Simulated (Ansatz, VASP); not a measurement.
LaNb2N2: VASP beside Ansatz

INCAR

```
ALGO = Normal
EDIFF = 1E-7
EDIFFG = -0.01
ENCUT = 600
GGA = PE
IBRION = 2
ISIF = 3
ISMEAR = 0
LASPH = True
LCHARG = False
LREAL = False
LWAVE = False
NELM = 60
NSW = 100
PREC = Accurate
SIGMA = 0.1
```

KPOINTS

```
k-points
0
Gamma
  12 12 6
```

The input POSCAR:

```
LaNb2N2
1.0
    4.3377570738      0.0000000000      0.0000000000
   -2.1688785369      3.7566078213      0.0000000000
    0.0000000000      0.0000000000      5.9927269141
La Nb N
1 2 2
Direct
    0.0000000000      0.0000000000      0.5000000000
    0.3333333333      0.6666666667      0.0000000000
    0.6666666667      0.3333333333      0.0000000000
    0.0000000000      0.0000000000      0.8890536068
    0.0000000000      0.0000000000      0.1109463932
```

Input for Ansatz:

```yaml
crystal:
  lattice:
    - [4.3377570738, 0.0, 0.0]
    - [-2.1688785369, 3.7566078213, 0.0]
    - [0.0, 0.0, 5.9927269141]
  atoms:
    - { symbol: La, position: [0.0, 0.0, 0.5] }
    - { symbol: Nb, position: [0.3333333333, 0.6666666667, 0.0] }
    - { symbol: Nb, position: [0.6666666667, 0.3333333333, 0.0] }
    - { symbol: "N", position: [0.0, 0.0, 0.8890536068] }
    - { symbol: "N", position: [0.0, 0.0, 0.1109463932] }
basis:
  ecutwfc: 420
kpoints:
  mp_grid: { grid: [12, 12, 6] }
hamiltonian:
  xc: pbe
scf:
  occupations: { method: gaussian, width: 0.1 }
output:
  forces: true
  stress: true
  eigenvalues: true
  write_density: true
  write_potential: true
  elf: true
  volumetric_format: npy
relax:
  adjacent_minimum: "off"
  f_tol: 0.01
  max_steps: 80
  cell: { stress_tol: 0.05 }
```

Alike in both runs: task relaxation of cell and atoms; functional PBE; k mesh 12 × 12 × 6; occupations gaussian, width 0.1 eV; no spin polarisation.

```csv
,VASP,Ansatz
version,VASP 6.6.1,Ansatz 0.2.0
potentials or method,"VASP PAW PBE potentials, release 64 (La, Nb_sv, N), cutoff 600 eV","scalar-relativistic, plane waves, PAW"
valence electrons in the cell,47,47
```

|  | VASP | Ansatz | Ansatz less VASP |
| --- | --- | --- | --- |
| gap on the k mesh at the Fermi level, each at its own relaxed structure (eV) | none | none | - |
| relaxed volume (Å³/atom) | 19.66 | 19.69 | +0.034 |
| relaxed length of the cell vector where the two differ most in proportion (Å) | 5.988 | 5.992 | +0.0041 |

A gap of «none» marks a metal or a gap that the smearing closes.

Spin-orbit coupling is off throughout.
